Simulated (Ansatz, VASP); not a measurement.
# Two plane-wave programs on TiO

```
CELL_PARAMETERS angstrom
2.85161 0.00000 0.00000
-1.42580 2.46956 0.00000
0.00000 0.00000 5.56750
ATOMIC_POSITIONS crystal
Ti 0.33333 0.66667 0.25000
Ti 0.66667 0.33333 0.75000
O 0.00000 0.00000 0.00000
O 0.00000 0.00000 0.50000
```

Alike in both runs: task single point; functional PBEsol; k mesh 12 × 12 × 6; occupations gaussian, width 0.1 eV; no spin polarisation.

```csv
,VASP,Ansatz
version,VASP 6.6.1,Ansatz 0.2.0
potentials or method,"VASP PAW PBE potentials, release 64 (Ti_sv, O), cutoff 520 eV","scalar-relativistic, plane waves, PAW"
valence electrons in the cell,36,36
```

```tsv
	VASP	Ansatz	Ansatz less VASP
gap on the k mesh at the Fermi level (eV)	none	none	-
pressure (GPa)	-9.4	-10.0	-0.66
traceless stress, the component that is largest in VASP (GPa)	-1.86	-1.94	-0.080
```

VASP's potentials were made for PBE, not for PBEsol. A gap of «none» marks a metal or a gap that the smearing closes.
